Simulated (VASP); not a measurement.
# Al (P6_3/mmc) in VASP: notebook

Runs on Al. Level: PBE. Tasks: single point, relaxation of cell and atoms.

Everything below comes from runs of VASP 6.6.1. Logs are shortened: lines on timing, memory, paths and dates and some standing lists are left out, and cuts for length are marked.

### 1 The cell of the first run

Symmetry: P6_3/mmc, No. 194, hexagonal system. The conventional cell has a = 2.552 Å, b = 2.552 Å, c = 4.179 Å, α = 90.00°, β = 90.00°, γ = 120.00°. Al (site symmetry -6m2) has 12 Al at 2.55 to 2.56 Å within 3.4 Å.

### 2 Single point, PBE

The input, INCAR:

```
PREC = Accurate
ENCUT = 520
EDIFF = 1E-7
ISMEAR = -1
SIGMA = 0.1
LREAL = F
LASPH = T
NELM = 60
ALGO = Normal
ISIF = 2
LWAVE = F
LCHARG = F
GGA = PE
NBANDS = 10
```

The input, KPOINTS:

```
regular mesh
0
Gamma
  17 17 9
```

The input, POSCAR:

```
Al
1.0
    2.5524816517      0.0000000000      0.0000000000
   -1.2762408259      2.2105139531      0.0000000000
    0.0000000000      0.0000000000      4.1794888845
Al
2
Direct
    0.3333333333      0.6666666667      0.2500000000
    0.6666666667      0.3333333333      0.7500000000
```

Potentials or basis: VASP PAW PBE potentials, release 64 (Al).

Started as:

```console
$ cat potpaw_PBE.64/Al/POTCAR > POTCAR
$ mpirun -np 1 vasp_std > vasp.out
```

OUTCAR:

```text
PREC = Accurate
   ENCUT = 520
   EDIFF = 1E-7
   ISMEAR = -1
   LREAL = F
   LASPH = T
   NELM = 60
   ISIF = 2
   GGA = PE

 ion  position               nearest neighbor table
   1  0.333  0.667  0.250-   2 2.56   2 2.56   2 2.56   2 2.56   2 2.56   2 2.56
   2  0.667  0.333  0.750-   1 2.56   1 2.56   1 2.56   1 2.56   1 2.56   1 2.56

  LATTYP: Found a hexagonal cell.
 ALAT       =     2.5524816517
 C/A-ratio  =     1.6374217153

  Lattice vectors:

 A1 = (   2.5524816517,   0.0000000000,   0.0000000000)
 A2 = (  -1.2762408259,   2.2105139531,   0.0000000000)
 A3 = (   0.0000000000,   0.0000000000,   4.1794888845)

Analysis of symmetry for initial positions (statically):
=====================================================================
 Subroutine PRICEL returns:
 Original cell was already a primitive cell.

 Routine SETGRP: Setting up the symmetry group for a
 hexagonal supercell.

 Subroutine GETGRP returns: Found 24 space group operations
 (whereof 12 operations were pure point group operations)
 out of a pool of 24 trial point group operations.

The static configuration has the point symmetry D_3d.
 The point group associated with its full space group is D_6h.

Analysis of symmetry for dynamics (positions and initial velocities):
=====================================================================
 Subroutine PRICEL returns:
 Original cell was already a primitive cell.

 Routine SETGRP: Setting up the symmetry group for a
 hexagonal supercell.

 Subroutine GETGRP returns: Found 24 space group operations
 (whereof 12 operations were pure point group operations)
 out of a pool of 24 trial point group operations.

The dynamic configuration has the point symmetry D_3d.
 The point group associated with its full space group is D_6h.

 Subroutine INISYM returns: Found 24 space group operations
 (whereof 12 operations are pure point group operations),
 and found     1 'primitive' translations

----------------------------------------------------------------------------------------

                                     Primitive cell

  volume of cell :      23.5819

  direct lattice vectors                    reciprocal lattice vectors
     2.552481652  0.000000000  0.000000000     0.391775588  0.226191741  0.000000000
    -1.276240826  2.210513953  0.000000000     0.000000000  0.452383482  0.000000000
     0.000000000  0.000000000  4.179488884     0.000000000  0.000000000  0.239263706

  length of vectors
     2.552481652  2.552481652  4.179488884     0.452383482  0.452383482  0.239263706

  position of ions in fractional coordinates (direct lattice)
     0.333333333  0.666666667  0.250000000
     0.666666667  0.333333333  0.750000000

  ion indices of the primitive-cell ions
   primitive index   ion index
                 1           1
                 2           2

----------------------------------------------------------------------------------------

 KPOINTS: regular mesh

Automatic generation of k-mesh.
 Grid dimensions read from file:
 generate k-points for:   17   17    9

 Generating k-lattice:

  Cartesian coordinates                     Fractional coordinates (reciprocal lattice)
     0.023045623  0.013305397  0.000000000     0.058823529 -0.000000000  0.000000000
     0.000000000  0.026610793  0.000000000     0.000000000  0.058823529  0.000000000
     0.000000000  0.000000000  0.026584856     0.000000000  0.000000000  0.111111111

  Length of vectors
     0.026610793  0.026610793  0.026584856

  Shift w.r.t. Gamma in fractional coordinates (k-lattice)
     0.000000000  0.000000000  0.000000000

 Subroutine IBZKPT returns following result:
 ===========================================

 Found    165 irreducible k-points:

 Following reciprocal coordinates:
            Coordinates               Weight
  0.000000  0.000000  0.000000      1.000000
  0.058824 -0.000000  0.000000      6.000000
  0.117647  0.000000  0.000000      6.000000
  0.176471  0.000000  0.000000      6.000000
  0.235294  0.000000  0.000000      6.000000
  0.294118  0.000000  0.000000      6.000000
[... 16 lines left out ...]
  0.411765  0.117647  0.000000     12.000000
  0.176471  0.176471  0.000000      6.000000
 [... further k-points ...]
   k-points           NKPTS =    165   k-points in BZ     NKDIM =    165   number of bands    NBANDS=     10
   number of dos      NEDOS =    301   number of ions     NIONS =      2
   total plane-waves  NPLWV =  12800
   dimension x,y,z NGX =    20 NGY =   20 NGZ =   32
   dimension x,y,z NGXF=    40 NGYF=   40 NGZF=   64
   ions per type =               2
   NGX,Y,Z   is equivalent  to a cutoff of  13.03, 13.03, 12.73 a.u.
   NGXF,Y,Z  is equivalent  to a cutoff of  26.05, 26.05, 25.46 a.u.
 SYSTEM =  unknown system
   PREC   = accura    normal or accurate (medium, high low for compatibility)
   ISTART =      0    job   : 0-new  1-cont  2-samecut
   ICHARG =      2    charge: 1-file 2-atom 10-const
   ISPIN  =      1    spin polarized calculation?
   LNONCOLLINEAR =      F non collinear calculations
   LSORBIT =      F    spin-orbit coupling
   LASPH  =      T    aspherical Exc in radial PAW
   ENCUT  =  520.0 eV  38.22 Ry    6.18 a.u.   4.75  4.75  7.77*2*pi/ulx,y,z
   NELM   =     60;   NELMIN=  2; NELMDL= -5     # of ELM steps
   EDIFF  = 0.1E-06   stopping-criterion for ELM
   LREAL  =      F    real-space projection
   EDIFFG = 0.1E-05   stopping-criterion for IOM
   NSW    =      0    number of steps for IOM
   IBRION =     -1    ionic relax: 0-MD 1-quasi-New 2-CG
   NFREE  =      0    steps in history (QN), initial steepest desc. (CG)
   ISIF   =      2    stress and relaxation
   ISYM   =      2    0-nonsym 1-usesym 2-fastsym
   POTIM  = 0.5000    time-step for ionic-motion
   TEBEG  =    0.0;   TEEND  =   0.0 temperature during run
   PSTRESS=    0.0 pullay stress
   NELECT =       6.0000    total number of electrons
   NUPDOWN=      -1.0000    fix difference up-down
   EMIN   =  10.00;   EMAX   =-10.00  energy-range for DOS
   EFERMI =   0.00;   METHOD = LEGACY
   ISMEAR =    -1;   SIGMA  =   0.10  broadening in eV -4-tet -1-fermi 0-gaus
   EFERMI_NEDOS =   21; number of points for ismear=-14 and -15
   IALGO  =     38    algorithm
   IMIX   =      4    mixing-type and parameters
     AMIX     =   0.40;   BMIX     =  1.00
     AMIX_MAG =   1.60;   BMIX_MAG =  1.00
  volume/ion in A,a.u.               =      11.79        79.57
  Fermi-wavevector in a.u.,A,eV,Ry     =   1.037367  1.960338 14.641628  1.076129
  Thomas-Fermi vector in A             =   2.171801
   LORBIT       =      0    0 simple, 1 ext, 2 COOP (PROOUT), +10 PAW based schemes
   GGA     = PE    functional components
   LHFCALC =     F    Hartree Fock is set to
   AEXX    =    0.0000 exact exchange contribution
   IVDW    =     0    specifies the selected vdW correction
   LEPSILON=     F    determine dielectric tensor
   LRPA    =     F    only Hartree local field effects (RPA)
 non-spin polarized calculation
  energy-cutoff  :      520.00
  volume of cell :       23.58
 maximum number of plane-waves:       646
 NGX is ok and might be reduce to    20
   NGX =  9   NGY =  9   NGZ = 15

 number of electron       6.0000000 magnetization

 Free energy of the ion-electron system (eV)
  ---------------------------------------------------
  ext. energy  EPLUGINS =         0.00000000
  ---------------------------------------------------
  free energy    TOTEN  =        -6.23371754 eV

  energy without entropy =       -6.21242823  energy(sigma->0) =       -6.22307289

 E-fermi :  12.0017     XC(G=0): -11.4823

 val. band max:       11.9894044210   @ k =   0.3529   0.1765   0.0000
 cond. band min:      12.0152520209   @ k =   0.2353   0.2353   0.3333
 fundamental gap:      0.0258475999
 Fermi energy:        12.0017205580

 k-point     1 :       0.0000    0.0000    0.0000
  band No.  band energies     occupation
      1      -1.6693      2.00000
      2       5.9688      2.00000
      3       7.0547      2.00000
      4      24.9692      0.00000
      5      24.9692      0.00000
      6      25.6189      0.00000
      7      25.6189      0.00000
      8      25.9129      0.00000
      9      29.7672      0.00000
     10      30.9436      0.00000

 k-point     2 :       0.0588   -0.0000    0.0000
  band No.  band energies     occupation
      1      -1.5649      2.00000
      2       6.0623      2.00000
      3       7.1526      2.00000
      4      22.9377      0.00000
      5      23.9868      0.00000
      6      25.1041      0.00000
      7      26.6964      0.00000
      8      26.8709      0.00000
      9      29.5558      0.00000
     10      30.3397      0.00000

 k-point     3 :       0.1176    0.0000    0.0000
  band No.  band energies     occupation
      1      -1.2521      2.00000
      2       6.3428      2.00000
      3       7.4434      2.00000
      4      20.3096      0.00000
      5      22.8797      0.00000
      6      23.8484      0.00000
      7      27.0834      0.00000
      8      27.1789      0.00000
      9      27.9589      0.00000
     10      29.2308      0.00000

 k-point     4 :       0.1765    0.0000    0.0000
  band No.  band energies     occupation
      1      -0.7331      2.00000
      2       6.8110      2.00000
      3       7.9165      2.00000
      4      17.7240      0.00000
      5      21.9164      0.00000
      6      22.4114      0.00000
      7      24.4887      0.00000
      8      26.5811      0.00000
      9      28.1322      0.00000
     10      28.6136      0.00000
[... 222 lines left out ...]
 k-point    22 :       0.3529    0.1176    0.0000
  band No.  band energies     occupation
      1       3.6152      2.00000
      2       8.3918      2.00000
      3      10.8609      1.99998
      4      12.2642      0.13513
      5      15.0017      0.00000
      6      15.7202      0.00000
      7      18.7493      0.00000
      8      22.2077      0.00000
      9      24.4132      0.00000
     10      25.8801      0.00000

 k-point    23 :       0.4118    0.1176    0.0000
  band No.  band energies     occupation
      1       5.0741      2.00000
      2       6.7102      2.00000
      3      12.2704      0.12746
      4      13.1430      0.00002
      5      13.9271      0.00000
      6      14.3062      0.00000
      7      17.9792      0.00000
      8      22.0088      0.00000
      9      24.2641      0.00000
     10      25.7065      0.00000

 k-point    24 :       0.1765    0.1765    0.0000
  band No.  band energies     occupation
      1       1.1125      2.00000
      2       8.5020      2.00000
      3       9.4427      2.00000
      4      14.1282      0.00000
      5      15.3993      0.00000
      6      20.9572      0.00000
      7      21.9819      0.00000
      8      22.5090      0.00000
      9      24.1775      0.00000
     10      28.3666      0.00000

 [... further k-points ...]
[... 5 lines left out ...]
  --------------------------------------------------------------------------------------
  -------------------------------------------------------------------------------------
  Total        7.9505639      7.9505639      7.9533878     -0.0000000     -0.0000000      0.0000000
  in kB      540.1687429    540.1687429    540.3606017     -0.0000000     -0.0000000      0.0000000
  external PRESSURE =     540.2326958 kB  Pullay stress =       0.0000000 kB

 VOLUME and BASIS-vectors are now :
 -----------------------------------------------------------------------------
  energy-cutoff  :      520.00
  volume of cell :       23.58
      direct lattice vectors                 reciprocal lattice vectors
     2.552481652  0.000000000  0.000000000     0.391775588  0.226191741  0.000000000
    -1.276240826  2.210513953  0.000000000     0.000000000  0.452383482  0.000000000
     0.000000000  0.000000000  4.179488884     0.000000000  0.000000000  0.239263706

 POSITION                                       TOTAL-FORCE (eV/Angst)
 -----------------------------------------------------------------------------------
     -0.00000      1.47368      1.04487        -0.000000     -0.000000      0.000000
      1.27624      0.73684      3.13462         0.000000      0.000000      0.000000
 -----------------------------------------------------------------------------------
    total drift:                               -0.000000      0.000000     -0.000000

  FREE ENERGIE OF THE ION-ELECTRON SYSTEM (eV)
  ---------------------------------------------------
  free  energy   TOTEN  =        -6.2337175378 eV

  energy  without entropy=       -6.2124282340  energy(sigma->0) =       -6.22307289
```

Wall time 15 s (1 thread of Intel Xeon Platinum 8488C (Sapphire Rapids), shared host); peak memory 0.15 GiB.

What came out:

```
Free energy            : -6.2337 eV
Pressure               : 54.0 GPa
Band gap on the k mesh : zero (band 3 reaches 15.80 eV, above the bottom of band 4 at 8.63 eV)
```

(Continued in part 2 of 2.)
